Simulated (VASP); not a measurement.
# Tc (P6_3/mmc) in VASP: notebook

The runs below take Tc through single point, with r2SCAN.

Program: VASP 6.6.1. These are calculated values, not measurements. Logs are shortened: lines on timing, memory, paths and dates and some standing lists are left out, and cuts for length are marked.

**1. The cell of the first run**

It takes space group P6_3/mmc (No. 194, hexagonal). Conventional cell: a = 2.722 Å, b = 2.722 Å, c = 4.368 Å, α = 90.00°, β = 90.00°, γ = 120.00°. Within 3.5 Å of Tc (site symmetry -6m2) lie 12 Tc at 2.69 to 2.72 Å.

**2. Single point, r2SCAN**

POSCAR

```
Tc
1.0
    2.7216101842      0.0000000000      0.0000000000
   -1.3608050921      2.3569835587      0.0000000000
    0.0000000000      0.0000000000      4.3684823321
Tc
2
Direct
    0.6666666667      0.3333333333      0.7500000000
    0.3333333333      0.6666666667      0.2500000000
```

INCAR.step1

```
  PREC = Accurate
  ENCUT = 520
  ISMEAR = -1
  SIGMA = 0.05
  LREAL = False
  LASPH = True
  NELM = 100
  NBANDS = 20
  GGA = PE
  ALGO = Normal
  EDIFF = 1E-4
  LWAVE = True
  LCHARG = False
```

INCAR.step2

```
  PREC = Accurate
  ENCUT = 520
  EDIFF = 1E-7
  ISMEAR = -1
  SIGMA = 0.05
  LREAL = False
  LASPH = True
  NELM = 100
  ALGO = Normal
  ISIF = 2
  LWAVE = False
  LCHARG = False
  METAGGA = R2SCAN
  LMIXTAU = True
  NBANDS = 20
  ISTART = 1
```

KPOINTS

```
Automatic mesh
0
Gamma
  11 11 6
```

Potentials or basis: VASP PAW PBE potentials, release 64 (Tc_pv).

Launch:

```bash
$ cat potpaw_PBE.64/Tc_pv/POTCAR > POTCAR
$ cp INCAR.step1 INCAR
$ mpirun -np 1 vasp_std > vasp.out
$ cp INCAR.step2 INCAR
$ mpirun -np 1 vasp_std > vasp.out
```

OUTCAR:

```text
PREC = Accurate
   ENCUT = 520
   EDIFF = 1E-7
   ISMEAR = -1
   LREAL = False
   LASPH = True
   NELM = 100
   ISIF = 2
   METAGGA = R2SCAN
   ISTART = 1

 ion  position               nearest neighbor table
   1  0.667  0.333  0.750-   2 2.69   2 2.69   2 2.69   2 2.69   2 2.69   2 2.69
   2  0.333  0.667  0.250-   1 2.69   1 2.69   1 2.69   1 2.69   1 2.69   1 2.69

  LATTYP: Found a hexagonal cell.
 ALAT       =     2.7216101842
 C/A-ratio  =     1.6051094890

  Lattice vectors:

 A1 = (   2.7216101842,   0.0000000000,   0.0000000000)
 A2 = (  -1.3608050921,   2.3569835587,   0.0000000000)
 A3 = (   0.0000000000,   0.0000000000,   4.3684823321)

Analysis of symmetry for initial positions (statically):
=====================================================================
 Subroutine PRICEL returns:
 Original cell was already a primitive cell.

 Routine SETGRP: Setting up the symmetry group for a
 hexagonal supercell.

 Subroutine GETGRP returns: Found 24 space group operations
 (whereof 12 operations were pure point group operations)
 out of a pool of 24 trial point group operations.

The static configuration has the point symmetry D_3d.
 The point group associated with its full space group is D_6h.

Analysis of symmetry for dynamics (positions and initial velocities):
=====================================================================
 Subroutine PRICEL returns:
 Original cell was already a primitive cell.

 Routine SETGRP: Setting up the symmetry group for a
 hexagonal supercell.

 Subroutine GETGRP returns: Found 24 space group operations
 (whereof 12 operations were pure point group operations)
 out of a pool of 24 trial point group operations.

The dynamic configuration has the point symmetry D_3d.
 The point group associated with its full space group is D_6h.

 Subroutine INISYM returns: Found 24 space group operations
 (whereof 12 operations are pure point group operations),
 and found     1 'primitive' translations

----------------------------------------------------------------------------------------

                                     Primitive cell

  volume of cell :      28.0229

  direct lattice vectors                    reciprocal lattice vectors
     2.721610184  0.000000000  0.000000000     0.367429548  0.212135548  0.000000000
    -1.360805092  2.356983559  0.000000000     0.000000000  0.424271097  0.000000000
     0.000000000  0.000000000  4.368482332     0.000000000  0.000000000  0.228912452

  length of vectors
     2.721610184  2.721610184  4.368482332     0.424271097  0.424271097  0.228912452

  position of ions in fractional coordinates (direct lattice)
     0.666666667  0.333333333  0.750000000
     0.333333333  0.666666667  0.250000000

  ion indices of the primitive-cell ions
   primitive index   ion index
                 1           1
                 2           2

----------------------------------------------------------------------------------------

 KPOINTS: Automatic mesh

Automatic generation of k-mesh.
 Grid dimensions read from file:
 generate k-points for:   11   11    6

 Generating k-lattice:

  Cartesian coordinates                     Fractional coordinates (reciprocal lattice)
     0.033402686  0.019285050  0.000000000     0.090909091  0.000000000  0.000000000
     0.000000000  0.038570100  0.000000000     0.000000000  0.090909091  0.000000000
     0.000000000  0.000000000  0.038152075     0.000000000  0.000000000  0.166666667

  Length of vectors
     0.038570100  0.038570100  0.038152075

  Shift w.r.t. Gamma in fractional coordinates (k-lattice)
     0.000000000  0.000000000  0.000000000

 Subroutine IBZKPT returns following result:
 ===========================================

 Found     64 irreducible k-points:

 Following reciprocal coordinates:
            Coordinates               Weight
  0.000000  0.000000  0.000000      1.000000
  0.090909  0.000000  0.000000      6.000000
  0.181818  0.000000  0.000000      6.000000
  0.272727  0.000000  0.000000      6.000000
  0.363636  0.000000  0.000000      6.000000
  0.454545  0.000000  0.000000      6.000000
[... 16 lines left out ...]
  0.090909  0.090909  0.166667     12.000000
  0.181818  0.090909  0.166667     24.000000
 [... further k-points ...]
   k-points           NKPTS =     64   k-points in BZ     NKDIM =     64   number of bands    NBANDS=     20
   number of dos      NEDOS =    301   number of ions     NIONS =      2
   total plane-waves  NPLWV =  12800
   dimension x,y,z NGX =    20 NGY =   20 NGZ =   32
   dimension x,y,z NGXF=    40 NGYF=   40 NGZF=   64
   ions per type =               2
   NGX,Y,Z   is equivalent  to a cutoff of  12.22, 12.22, 12.18 a.u.
   NGXF,Y,Z  is equivalent  to a cutoff of  24.43, 24.43, 24.36 a.u.
 SYSTEM =  unknown system
   PREC   = accura    normal or accurate (medium, high low for compatibility)
   ISTART =      1    job   : 0-new  1-cont  2-samecut
   ICHARG =      0    charge: 1-file 2-atom 10-const
   ISPIN  =      1    spin polarized calculation?
   LNONCOLLINEAR =      F non collinear calculations
   LSORBIT =      F    spin-orbit coupling
   LASPH  =      T    aspherical Exc in radial PAW
   ENCUT  =  520.0 eV  38.22 Ry    6.18 a.u.   5.06  5.06  8.12*2*pi/ulx,y,z
   NELM   =    100;   NELMIN=  2; NELMDL=  0     # of ELM steps
   EDIFF  = 0.1E-06   stopping-criterion for ELM
   LREAL  =      F    real-space projection
   EDIFFG = 0.1E-05   stopping-criterion for IOM
   NSW    =      0    number of steps for IOM
   IBRION =     -1    ionic relax: 0-MD 1-quasi-New 2-CG
   NFREE  =      0    steps in history (QN), initial steepest desc. (CG)
   ISIF   =      2    stress and relaxation
   ISYM   =      2    0-nonsym 1-usesym 2-fastsym
   POTIM  = 0.5000    time-step for ionic-motion
   TEBEG  =    0.0;   TEEND  =   0.0 temperature during run
   PSTRESS=    0.0 pullay stress
   NELECT =      26.0000    total number of electrons
   NUPDOWN=      -1.0000    fix difference up-down
   EMIN   =  10.00;   EMAX   =-10.00  energy-range for DOS
   EFERMI =   0.00;   METHOD = LEGACY
   ISMEAR =    -1;   SIGMA  =   0.05  broadening in eV -4-tet -1-fermi 0-gaus
   EFERMI_NEDOS =   21; number of points for ismear=-14 and -15
   IALGO  =     38    algorithm
   IMIX   =      4    mixing-type and parameters
     AMIX     =   0.40;   BMIX     =  1.00
     AMIX_MAG =   1.60;   BMIX_MAG =  1.00
  volume/ion in A,a.u.               =      14.01        94.55
  Fermi-wavevector in a.u.,A,eV,Ry     =   1.596718  3.017360 34.688174  2.549509
  Thomas-Fermi vector in A             =   2.694437
   LORBIT       =      0    0 simple, 1 ext, 2 COOP (PROOUT), +10 PAW based schemes
   METAGGA = R2SCAN    functional components
   LHFCALC =     F    Hartree Fock is set to
   AEXX    =    0.0000 exact exchange contribution
   IVDW    =     0    specifies the selected vdW correction
   LEPSILON=     F    determine dielectric tensor
   LRPA    =     F    only Hartree local field effects (RPA)
 non-spin polarized calculation
  energy-cutoff  :      520.00
  volume of cell :       28.02
 maximum number of plane-waves:       772
   NGX = 11   NGY = 11   NGZ = 17

 number of electron      26.0000002 magnetization

 Free energy of the ion-electron system (eV)
  ---------------------------------------------------
  ext. energy  EPLUGINS =         0.00000000
  ---------------------------------------------------
  free energy    TOTEN  =       -51.93541766 eV

  energy without entropy =      -51.92020423  energy(sigma->0) =      -51.92781095

 E-fermi :  12.9258     XC(G=0): -15.2591

 val. band max:       12.9213177405   @ k =   0.0909   0.0909   0.0000
 cond. band min:      12.9295742933   @ k =   0.3636   0.2727   0.5000
 fundamental gap:      0.0082565528
 Fermi energy:        12.9258128991

 k-point     1 :       0.0000    0.0000    0.0000
  band No.  band energies     occupation
      1     -27.9152      2.00000
      2     -26.6400      2.00000
      3     -26.6400      2.00000
      4     -26.4284      2.00000
      5     -26.4284      2.00000
      6     -26.3814      2.00000
[... 12 lines left out ...]
     19      24.8534      0.00000
     20      27.8974      0.00000

 k-point     2 :       0.0909    0.0000    0.0000
  band No.  band energies     occupation
      1     -27.8765      2.00000
      2     -26.7279      2.00000
      3     -26.6683      2.00000
      4     -26.5195      2.00000
      5     -26.4405      2.00000
      6     -26.3975      2.00000
[... 12 lines left out ...]
     19      24.8053      0.00000
     20      28.5518      0.00000

 k-point     3 :       0.1818    0.0000    0.0000
  band No.  band energies     occupation
      1     -27.7667      2.00000
      2     -26.9632      2.00000
      3     -26.7561      2.00000
      4     -26.7412      2.00000
      5     -26.4753      2.00000
      6     -26.4467      2.00000
[... 12 lines left out ...]
     19      24.5971      0.00000
     20      29.7110      0.00000

 k-point     4 :       0.2727    0.0000    0.0000
  band No.  band energies     occupation
      1     -27.6042      2.00000
      2     -27.2695      2.00000
      3     -27.0510      2.00000
      4     -26.8320      2.00000
      5     -26.5292      2.00000
      6     -26.5241      2.00000
[... 12 lines left out ...]
     19      24.2560      0.00000
     20      28.0248      0.00000

 k-point     5 :       0.3636    0.0000    0.0000
  band No.  band energies     occupation
      1     -27.5480      2.00000
      2     -27.4207      2.00000
      3     -27.3093      2.00000
      4     -26.9121      2.00000
      5     -26.6385      2.00000
      6     -26.5710      2.00000
[... 12 lines left out ...]
     19      24.4398      0.00000
     20      25.4155      0.00000

 k-point     6 :       0.4545    0.0000    0.0000
  band No.  band energies     occupation
      1     -27.7117      2.00000
      2     -27.4581      2.00000
      3     -27.2753      2.00000
      4     -26.9586      2.00000
      5     -26.7395      2.00000
      6     -26.5994      2.00000
[... 12 lines left out ...]
     19      25.1637      0.00000
     20      25.8883      0.00000

 k-point     7 :       0.0909    0.0909    0.0000
  band No.  band energies     occupation
      1     -27.8022      2.00000
      2     -26.8701      2.00000
      3     -26.7734      2.00000
      4     -26.6346      2.00000
      5     -26.4777      2.00000
      6     -26.4302      2.00000
[... 12 lines left out ...]
     19      24.6763      0.00000
     20      29.5487      0.00000
[... 277 lines left out ...]
 k-point    20 :       0.2727    0.0000    0.1667
  band No.  band energies     occupation
      1     -27.6060      2.00000
      2     -27.2042      2.00000
      3     -27.0968      2.00000
      4     -26.8118      2.00000
      5     -26.5478      2.00000
      6     -26.5451      2.00000
[... 12 lines left out ...]
     19      25.8315      0.00000
     20      28.3390      0.00000

 k-point    21 :       0.3636    0.0000    0.1667
  band No.  band energies     occupation
      1     -27.6532      2.00000
      2     -27.4015      2.00000
      3     -27.2246      2.00000
      4     -26.8898      2.00000
      5     -26.6333      2.00000
      6     -26.5944      2.00000
[... 12 lines left out ...]
     19      25.5062      0.00000
     20      26.5065      0.00000

 k-point    22 :       0.4545    0.0000    0.1667
  band No.  band energies     occupation
      1     -27.7729      2.00000
      2     -27.5361      2.00000
      3     -27.1558      2.00000
      4     -26.9351      2.00000
      5     -26.7128      2.00000
      6     -26.6241      2.00000
[... 12 lines left out ...]
     19      24.9834      0.00000
     20      26.0741      0.00000

 k-point    23 :       0.0909    0.0909    0.1667
  band No.  band energies     occupation
      1     -27.7275      2.00000
      2     -26.8445      2.00000
      3     -26.7890      2.00000
      4     -26.6733      2.00000
      5     -26.4947      2.00000
      6     -26.4686      2.00000
[... 12 lines left out ...]
     19      25.9534      0.00000
     20      29.0447      0.00000

 k-point    24 :       0.1818    0.0909    0.1667
  band No.  band energies     occupation
      1     -27.6310      2.00000
      2     -27.0834      2.00000
      3     -27.0173      2.00000
      4     -26.7768      2.00000
      5     -26.5606      2.00000
      6     -26.5128      2.00000
[... 12 lines left out ...]
     19      25.9151      0.00000
     20      29.4085      0.00000

 [... further k-points ...]
[... 5 lines left out ...]
  --------------------------------------------------------------------------------------
  -------------------------------------------------------------------------------------
  Total        0.8378816      0.8378816      0.9382608      0.0000000      0.0000000      0.0000000
  in kB       47.9049243     47.9049243     53.6439912      0.0000000      0.0000000      0.0000000
  external PRESSURE =      49.8179466 kB  Pullay stress =       0.0000000 kB

 VOLUME and BASIS-vectors are now :
 -----------------------------------------------------------------------------
  energy-cutoff  :      520.00
  volume of cell :       28.02
      direct lattice vectors                 reciprocal lattice vectors
     2.721610184  0.000000000  0.000000000     0.367429548  0.212135548  0.000000000
    -1.360805092  2.356983559  0.000000000     0.000000000  0.424271097  0.000000000
     0.000000000  0.000000000  4.368482332     0.000000000  0.000000000  0.228912452

 POSITION                                       TOTAL-FORCE (eV/Angst)
 -----------------------------------------------------------------------------------
      1.36081      0.78566      3.27636         0.000000     -0.000000      0.000000
     -0.00000      1.57132      1.09212        -0.000000      0.000000      0.000000
 -----------------------------------------------------------------------------------
    total drift:                               -0.000000      0.000000     -0.000000

  FREE ENERGIE OF THE ION-ELECTRON SYSTEM (eV)
  ---------------------------------------------------
  free  energy   TOTEN  =       -51.9354176628 eV

  energy  without entropy=      -51.9202042346  energy(sigma->0) =      -51.92781095
```

Run time: 67 s. Hardware: 1 thread of Intel Xeon Platinum 8559C (Emerald Rapids), shared host; peak memory 0.15 GiB.

Results:

| Property | Result |
| --- | --- |
| Free energy | -51.9354 eV |
| Pressure | 5.0 GPa |
| Band gap on the k mesh | zero (band 13 reaches 14.48 eV, above the bottom of band 14 at 11.14 eV) |

Caveat: the PAW data sets were made with another functional, which shifts forces and pressure a little.

**3. Single point, r2SCAN**

This run uses another cell than the first one, of 14.30 Å³/atom, 1.020 times its volume.

POSCAR

```
Tc
1.0
    2.7400000000      0.0000000000      0.0000000000
   -1.3700000000      2.3729096064      0.0000000000
    0.0000000000      0.0000000000      4.3980000000
Tc
2
Direct
    0.6666666667      0.3333333333      0.7500000000
    0.3333333333      0.6666666667      0.2500000000
```

INCAR.step1, as its differences from that of step 2:

```diff
@@ -6,3 +6,3 @@
   LASPH = True
-  NELM = 100
+  NELM = 80
   NBANDS = 20
```

INCAR.step2, as its differences from that of step 2:

```diff
@@ -2,3 +2,3 @@
   ENCUT = 520
-  EDIFF = 1E-7
+  EDIFF = 1E-6
   ISMEAR = -1
@@ -7,3 +7,3 @@
   LASPH = True
-  NELM = 100
+  NELM = 80
   ALGO = Normal
```

KPOINTS

```
regular mesh
0
Gamma
  11 11 6
```

Potentials or basis: VASP PAW PBE potentials, release 64 (Tc_pv).

Launch:

```bash
$ cat potpaw_PBE.64/Tc_pv/POTCAR > POTCAR
$ cp INCAR.step1 INCAR
$ mpirun -np 1 vasp_std > vasp.out
$ cp INCAR.step2 INCAR
$ mpirun -np 1 vasp_std > vasp.out
```

Run time: 53 s. Hardware: 1 thread of Intel Xeon Platinum 8559C (Emerald Rapids), shared host; peak memory 0.15 GiB.

The run converged. Its results:

```
Free energy            : -51.9422 eV
Pressure               : -1.7 GPa
Band gap on the k mesh : zero (band 13 reaches 14.09 eV, above the bottom of band 14 at 10.85 eV)
```

Stress tensor (GPa, compression positive):
```
-1.84  0.00  0.00
 0.00 -1.84  0.00
 0.00  0.00 -1.31
```

Levels at points of the mesh, in eV from the Fermi level:
```tsv
k point	band 11	band 12	band 13	band 14	band 15	band 16
(0.00, 0.00, 0.00)	-1.54	-0.85	-0.85	-0.09	-0.09	1.66
(0.00, 0.00, 0.50)	-1.73	-1.73	-1.73	-1.73	1.98	1.98
```

Caveat: the PAW data sets were made with another functional, which shifts forces and pressure a little.
